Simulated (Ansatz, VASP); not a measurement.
Os in VASP and in Ansatz

INCAR

```
SYSTEM = Os
AGGAC = 1.0
AGGAX = 1.0
ALDAC = 0.0
ALDAX = 1.0
ALGO = Normal
EDIFF = 1E-6
ENCUT = 560
GGA = B5
GGA_COMPAT = .False.
ISIF = 2
ISMEAR = -1
LASPH = .True.
LCHARG = .False.
LREAL = .False.
LWAVE = .False.
NBANDS = 14
NELM = 120
PREC = Accurate
SIGMA = 0.1
```

The input KPOINTS:

```
k-points
0
Gamma
  14 14 14
  0 0 0
```

Contents of POSCAR:

```
Os
1.0
    2.6318282080      0.0000000000      0.0000000000
    0.0000000000      2.6318282080      0.0000000000
    0.0000000000      0.0000000000      2.6318282080
Os
1
Direct
    0.0000000000      0.0000000000      0.0000000000
```

Input for Ansatz:

```yaml
crystal:
  lattice:
    - [2.631828208, 0.0, 0.0]
    - [0.0, 2.631828208, 0.0]
    - [0.0, 0.0, 2.631828208]
  atoms:
    - { symbol: Os, position: [0.0, 0.0, 0.0] }
hamiltonian:
  xc: blyp
  pseudopotentials:
    kind: paw
    azcp:
      Os: "pseudopotentials/Os.paw.azcp"
basis:
  ecutwfc: 420
  fft_grid_basis: typed
kpoints:
  mp_grid: { grid: [14, 14, 14], shift: [0, 0, 0] }
magnetization:
  spin_polarized: false
scf:
  occupations: { method: fermi_dirac, width: 0.1 }
  lower_state_search: "off"
output:
  stress: true
```

Alike in both runs: task single point; functional BLYP; k mesh 14 × 14 × 14; occupations fermi-dirac, width 0.1 eV; no spin polarisation.

|  | VASP | Ansatz |
| --- | --- | --- |
| version | VASP 6.6.1 | Ansatz 0.2.0 |
| potentials or method | VASP PAW PBE potentials, release 64 (Os_sv_GW), cutoff 560 eV | plane waves (420 eV) with PAW, scalar-relativistic |
| valence electrons in the cell | 16 | 16 |

Ansatz gave:

| Quantity | Value |
| --- | --- |
| pressure (GPa) | -8.0 |

Q: What did VASP give for the same quantities?

A: Pressure (GPa): -8.4.

VASP's potentials were made for PBE, not for BLYP.

Neither program's run includes spin-orbit coupling.
